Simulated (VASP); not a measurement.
# Na5RuSO2 (P4/mmm) in VASP: single point with PBE

Aim: the single point of Na5RuSO2 with PBE.

Program: VASP 6.6.1. These are calculated values, not measurements. Logs are shortened: lines on timing, memory, paths and dates and some standing lists are left out, and cuts for length are marked.

## (1) The cell of the first run

It takes space group P4/mmm (No. 123, tetragonal). Conventional cell: a = 4.727 Å, b = 4.727 Å, c = 8.132 Å, α = 90.00°, β = 90.00°, γ = 90.00°. Na (site symmetry 4/mmm) has 2 O at 2.23 Å within 2.9 Å. Within 3.2 Å of Na (site symmetry 2mm) lie 2 O at 2.37 Å and 2 Ru at 3.09 Å and 2 Na at 3.15 Å and 2 S at 3.15 Å. Within 4.1 Å of S (site symmetry 4/mmm) lie 12 Na at 3.15 to 3.34 Å and 8 O at 4.02 Å. Ru (site symmetry 4/mmm) has 2 O at 1.84 Å within 2.4 Å. Within 2.4 Å of O (site symmetry 4mm) lie 1 Ru at 1.84 Å and 5 Na at 2.23 to 2.37 Å.

## (2) Single point, PBE

Contents of INCAR:

```
PREC = Accurate ; ENCUT = 520
EDIFF = 1E-6 ; ISMEAR = 0
SIGMA = 0.0571 ; LREAL = F
LASPH = T ; NELM = 100
ALGO = Normal ; ISIF = 2
LWAVE = F ; LCHARG = F
GGA = PE ; NBANDS = 44
```

Contents of KPOINTS:

```
Automatic mesh
0
Gamma
  7 7 4
```

Contents of POSCAR:

```
Na5RuSO2
1.0
    4.7271622479      0.0000000000      0.0000000000
    0.0000000000      4.7271622479      0.0000000000
    0.0000000000      0.0000000000      8.1324914265
Na S Ru O
5 1 1 2
Direct
    0.0000000000      0.0000000000      0.5000000000
    0.0000000000      0.5000000000      0.2444348025
    0.5000000000      0.0000000000      0.2444348025
    0.0000000000      0.5000000000      0.7555651975
    0.5000000000      0.0000000000      0.7555651975
    0.5000000000      0.5000000000      0.5000000000
    0.0000000000      0.0000000000      0.0000000000
    0.0000000000      0.0000000000      0.2262800654
    0.0000000000      0.0000000000      0.7737199346
```

Potentials or basis: VASP PAW PBE potentials, release 64 (Na_pv, S, Ru_pv, O).

Launch:

```console
> cat potpaw_PBE.64/Na_pv/POTCAR potpaw_PBE.64/S/POTCAR potpaw_PBE.64/Ru_pv/POTCAR potpaw_PBE.64/O/POTCAR > POTCAR
> mpirun -np 1 vasp_std > vasp.out
```

OUTCAR:

```text
PREC = Accurate
   ENCUT = 520
   EDIFF = 1E-6
   ISMEAR = 0
   LREAL = F
   LASPH = T
   NELM = 100
   ISIF = 2
   GGA = PE

 ion  position               nearest neighbor table
   1  0.000  0.000  0.500-   8 2.23   9 2.23
   2  0.000  0.500  0.244-   8 2.37   8 2.37
   3  0.500  0.000  0.244-   8 2.37   8 2.37
   4  0.000  0.500  0.756-   9 2.37   9 2.37
   5  0.500  0.000  0.756-   9 2.37   9 2.37
   6  0.500  0.500  0.500-
   7  0.000  0.000  0.000-   8 1.84   9 1.84
   8  0.000  0.000  0.226-   7 1.84   1 2.23   3 2.37   2 2.37   2 2.37   3 2.37
   9  0.000  0.000  0.774-   7 1.84   1 2.23   5 2.37   4 2.37   4 2.37   5 2.37

  LATTYP: Found a simple tetragonal cell.
 ALAT       =     4.7271622479
 C/A-ratio  =     1.7203749311

  Lattice vectors:

 A1 = (   4.7271622479,   0.0000000000,   0.0000000000)
 A2 = (   0.0000000000,   4.7271622479,   0.0000000000)
 A3 = (   0.0000000000,   0.0000000000,   8.1324914265)

Analysis of symmetry for initial positions (statically):
=====================================================================
 Subroutine PRICEL returns:
 Original cell was already a primitive cell.

 Routine SETGRP: Setting up the symmetry group for a
 simple tetragonal supercell.

 Subroutine GETGRP returns: Found 16 space group operations
 (whereof 16 operations were pure point group operations)
 out of a pool of 16 trial point group operations.

The static configuration has the point symmetry D_4h.

Analysis of symmetry for dynamics (positions and initial velocities):
=====================================================================
 Subroutine PRICEL returns:
 Original cell was already a primitive cell.

 Routine SETGRP: Setting up the symmetry group for a
 simple tetragonal supercell.

 Subroutine GETGRP returns: Found 16 space group operations
 (whereof 16 operations were pure point group operations)
 out of a pool of 16 trial point group operations.

The dynamic configuration has the point symmetry D_4h.

 Subroutine INISYM returns: Found 16 space group operations
 (whereof 16 operations are pure point group operations),
 and found     1 'primitive' translations

----------------------------------------------------------------------------------------

                                     Primitive cell

  volume of cell :     181.7292

  direct lattice vectors                    reciprocal lattice vectors
     4.727162248  0.000000000  0.000000000     0.211543405  0.000000000  0.000000000
     0.000000000  4.727162248  0.000000000     0.000000000  0.211543405  0.000000000
     0.000000000  0.000000000  8.132491426     0.000000000  0.000000000  0.122963548

  length of vectors
     4.727162248  4.727162248  8.132491426     0.211543405  0.211543405  0.122963548

  position of ions in fractional coordinates (direct lattice)
     0.000000000  0.000000000  0.500000000
     0.000000000  0.500000000  0.244434803
     0.500000000  0.000000000  0.244434803
     0.000000000  0.500000000  0.755565197
     0.500000000  0.000000000  0.755565197
     0.500000000  0.500000000  0.500000000
     0.000000000  0.000000000  0.000000000
     0.000000000  0.000000000  0.226280065
     0.000000000  0.000000000  0.773719935

  ion indices of the primitive-cell ions
   primitive index   ion index
                 1           1
                 2           2
                 3           3
                 4           4
                 5           5
                 6           6
                 7           7
                 8           8
                 9           9

----------------------------------------------------------------------------------------

 KPOINTS: Automatic mesh

Automatic generation of k-mesh.
 Grid dimensions read from file:
 generate k-points for:    7    7    4

 Generating k-lattice:

  Cartesian coordinates                     Fractional coordinates (reciprocal lattice)
     0.030220486  0.000000000  0.000000000     0.142857143  0.000000000  0.000000000
     0.000000000  0.030220486  0.000000000     0.000000000  0.142857143  0.000000000
     0.000000000  0.000000000  0.030740887     0.000000000  0.000000000  0.250000000

  Length of vectors
     0.030220486  0.030220486  0.030740887

  Shift w.r.t. Gamma in fractional coordinates (k-lattice)
     0.000000000  0.000000000  0.000000000

 Subroutine IBZKPT returns following result:
 ===========================================

 Found     30 irreducible k-points:

 Following reciprocal coordinates:
            Coordinates               Weight
  0.000000  0.000000  0.000000      1.000000
  0.142857  0.000000  0.000000      4.000000
  0.285714  0.000000  0.000000      4.000000
  0.428571  0.000000  0.000000      4.000000
  0.142857  0.142857  0.000000      4.000000
  0.285714  0.142857  0.000000      8.000000
[... 16 lines left out ...]
  0.285714  0.000000  0.500000      4.000000
  0.428571  0.000000  0.500000      4.000000
 [... further k-points ...]
   k-points           NKPTS =     30   k-points in BZ     NKDIM =     30   number of bands    NBANDS=     44
   number of dos      NEDOS =    301   number of ions     NIONS =      9
   total plane-waves  NPLWV =  77760
   dimension x,y,z NGX =    36 NGY =   36 NGZ =   60
   dimension x,y,z NGXF=    72 NGYF=   72 NGZF=  120
   ions per type =               5   1   1   2
   NGX,Y,Z   is equivalent  to a cutoff of  12.66, 12.66, 12.27 a.u.
   NGXF,Y,Z  is equivalent  to a cutoff of  25.32, 25.32, 24.53 a.u.
 SYSTEM =  unknown system
   PREC   = accura    normal or accurate (medium, high low for compatibility)
   ISTART =      0    job   : 0-new  1-cont  2-samecut
   ICHARG =      2    charge: 1-file 2-atom 10-const
   ISPIN  =      1    spin polarized calculation?
   LNONCOLLINEAR =      F non collinear calculations
   LSORBIT =      F    spin-orbit coupling
   LASPH  =      T    aspherical Exc in radial PAW
   ENCUT  =  520.0 eV  38.22 Ry    6.18 a.u.   8.79  8.79 15.12*2*pi/ulx,y,z
   NELM   =    100;   NELMIN=  2; NELMDL= -5     # of ELM steps
   EDIFF  = 0.1E-05   stopping-criterion for ELM
   LREAL  =      F    real-space projection
   EDIFFG = 0.1E-04   stopping-criterion for IOM
   NSW    =      0    number of steps for IOM
   IBRION =     -1    ionic relax: 0-MD 1-quasi-New 2-CG
   NFREE  =      0    steps in history (QN), initial steepest desc. (CG)
   ISIF   =      2    stress and relaxation
   ISYM   =      2    0-nonsym 1-usesym 2-fastsym
   POTIM  = 0.5000    time-step for ionic-motion
   TEBEG  =    0.0;   TEEND  =   0.0 temperature during run
   PSTRESS=    0.0 pullay stress
   NELECT =      67.0000    total number of electrons
   NUPDOWN=      -1.0000    fix difference up-down
   EMIN   =  10.00;   EMAX   =-10.00  energy-range for DOS
   EFERMI =   0.00;   METHOD = LEGACY
   ISMEAR =     0;   SIGMA  =   0.06  broadening in eV -4-tet -1-fermi 0-gaus
   EFERMI_NEDOS =   21; number of points for ismear=-14 and -15
   IALGO  =     38    algorithm
   IMIX   =      4    mixing-type and parameters
     AMIX     =   0.40;   BMIX     =  1.00
     AMIX_MAG =   1.60;   BMIX_MAG =  1.00
  volume/ion in A,a.u.               =      20.19       136.26
  Fermi-wavevector in a.u.,A,eV,Ry     =   1.173883  2.218318 18.748852  1.378002
  Thomas-Fermi vector in A             =   2.310289
   LORBIT       =      0    0 simple, 1 ext, 2 COOP (PROOUT), +10 PAW based schemes
   GGA     = PE    functional components
   LHFCALC =     F    Hartree Fock is set to
   AEXX    =    0.0000 exact exchange contribution
   IVDW    =     0    specifies the selected vdW correction
   LEPSILON=     F    determine dielectric tensor
   LRPA    =     F    only Hartree local field effects (RPA)
 non-spin polarized calculation
 Gauss-broadening in eV      SIGMA  =   0.06
  energy-cutoff  :      520.00
  volume of cell :      181.73
 maximum number of plane-waves:      4919
 NGX is ok and might be reduce to    36
   NGX = 17   NGY = 17   NGZ = 31

 number of electron      67.0000034 magnetization

 Free energy of the ion-electron system (eV)
  ---------------------------------------------------
  ext. energy  EPLUGINS =         0.00000000
  ---------------------------------------------------
  free energy    TOTEN  =       -37.47342401 eV

  energy without entropy =      -37.43089597  energy(sigma->0) =      -37.45215999

 E-fermi :   2.4701     XC(G=0):  -8.2682

 val. band max:        2.4690348429   @ k =   0.4286   0.2857   0.0000
 cond. band min:       2.4729709475   @ k =   0.2857   0.2857   0.5000
 fundamental gap:      0.0039361046
 Fermi energy:         2.4701078752

 k-point     1 :       0.0000    0.0000    0.0000
  band No.  band energies     occupation
      1     -41.4259      2.00000
      2     -39.8223      2.00000
      3     -39.8223      2.00000
      4     -22.0985      2.00000
      5     -22.0985      2.00000
      6     -22.0453      2.00000
[... 36 lines left out ...]
     43       8.8425      0.00000
     44       8.8425      0.00000

 k-point     2 :       0.1429    0.0000    0.0000
  band No.  band energies     occupation
      1     -41.4259      2.00000
      2     -39.8224      2.00000
      3     -39.8223      2.00000
      4     -22.0990      2.00000
      5     -22.0983      2.00000
      6     -22.0490      2.00000
[... 36 lines left out ...]
     43       8.4902      0.00000
     44       8.7970      0.00000

 k-point     3 :       0.2857    0.0000    0.0000
  band No.  band energies     occupation
      1     -41.4259      2.00000
      2     -39.8226      2.00000
      3     -39.8223      2.00000
      4     -22.1000      2.00000
      5     -22.0979      2.00000
      6     -22.0573      2.00000
[... 36 lines left out ...]
     43       8.2728      0.00000
     44       8.4715      0.00000

 k-point     4 :       0.4286    0.0000    0.0000
  band No.  band energies     occupation
      1     -41.4259      2.00000
      2     -39.8227      2.00000
      3     -39.8223      2.00000
      4     -22.1006      2.00000
      5     -22.0976      2.00000
      6     -22.0639      2.00000
[... 882 lines left out ...]
     43       9.1505      0.00000
     44       9.2207      0.00000

 k-point    23 :       0.2857    0.0000    0.5000
  band No.  band energies     occupation
      1     -41.4259      2.00000
      2     -39.8226      2.00000
      3     -39.8223      2.00000
      4     -22.0999      2.00000
      5     -22.0980      2.00000
      6     -22.0599      2.00000
[... 36 lines left out ...]
     43       8.7271      0.00000
     44       8.9244      0.00000

 k-point    24 :       0.4286    0.0000    0.5000
  band No.  band energies     occupation
      1     -41.4259      2.00000
      2     -39.8227      2.00000
      3     -39.8223      2.00000
      4     -22.1004      2.00000
      5     -22.0976      2.00000
      6     -22.0675      2.00000
[... 36 lines left out ...]
     43       8.6792      0.00000
     44       8.8004      0.00000

 [... further k-points ...]
[... 5 lines left out ...]
  --------------------------------------------------------------------------------------
  -------------------------------------------------------------------------------------
  Total        0.0079611      0.0079611      0.0796795      0.0000000      0.0000000      0.0000000
  in kB        0.0701877      0.0701877      0.7024776      0.0000000      0.0000000      0.0000000
  external PRESSURE =       0.2809510 kB  Pullay stress =       0.0000000 kB

 VOLUME and BASIS-vectors are now :
 -----------------------------------------------------------------------------
  energy-cutoff  :      520.00
  volume of cell :      181.73
      direct lattice vectors                 reciprocal lattice vectors
     4.727162248  0.000000000  0.000000000     0.211543405  0.000000000  0.000000000
     0.000000000  4.727162248  0.000000000     0.000000000  0.211543405  0.000000000
     0.000000000  0.000000000  8.132491426     0.000000000  0.000000000  0.122963548

 POSITION                                       TOTAL-FORCE (eV/Angst)
 -----------------------------------------------------------------------------------
      0.00000      0.00000      4.06625         0.000000     -0.000000      0.000000
      0.00000      2.36358      1.98786        -0.000000     -0.000000      0.000939
      2.36358      0.00000      1.98786        -0.000000     -0.000000      0.000939
      0.00000      2.36358      6.14463        -0.000000     -0.000000     -0.000939
      2.36358      0.00000      6.14463         0.000000     -0.000000     -0.000939
      2.36358      2.36358      4.06625         0.000000     -0.000000      0.000000
      0.00000      0.00000      0.00000         0.000000     -0.000000      0.000000
      0.00000      0.00000      1.84022        -0.000000      0.000000      0.004462
      0.00000      0.00000      6.29227         0.000000      0.000000     -0.004462
 -----------------------------------------------------------------------------------
    total drift:                                0.000000     -0.000000      0.000000

  FREE ENERGIE OF THE ION-ELECTRON SYSTEM (eV)
  ---------------------------------------------------
  free  energy   TOTEN  =       -37.4734240076 eV

  energy  without entropy=      -37.4308959745  energy(sigma->0) =      -37.45215999
```

It took 3.2 min on 1 thread of Intel Xeon Platinum 8124M at 3.00GHz (Skylake/Cascade Lake), shared host; peak memory 0.39 GiB.

Results:

* Free energy: -37.4734 eV
* Pressure: 0.0 GPa
* Largest force: 0.004 eV/Å
* Band gap on the k mesh: zero (an odd number of electrons rules out a gap without spin polarisation)

Forces on the atoms (eV/Å):
```
Na   0.000  0.000  0.000
Na   0.000  0.000  0.001
Na   0.000  0.000  0.001
Na   0.000  0.000 -0.001
Na   0.000  0.000 -0.001
S    0.000  0.000  0.000
Ru   0.000  0.000  0.000
O    0.000  0.000  0.004
O    0.000  0.000 -0.004
```

Caveat: an odd number of electrons without spin polarisation forces a metal; a magnetic or distorted state may lie lower.
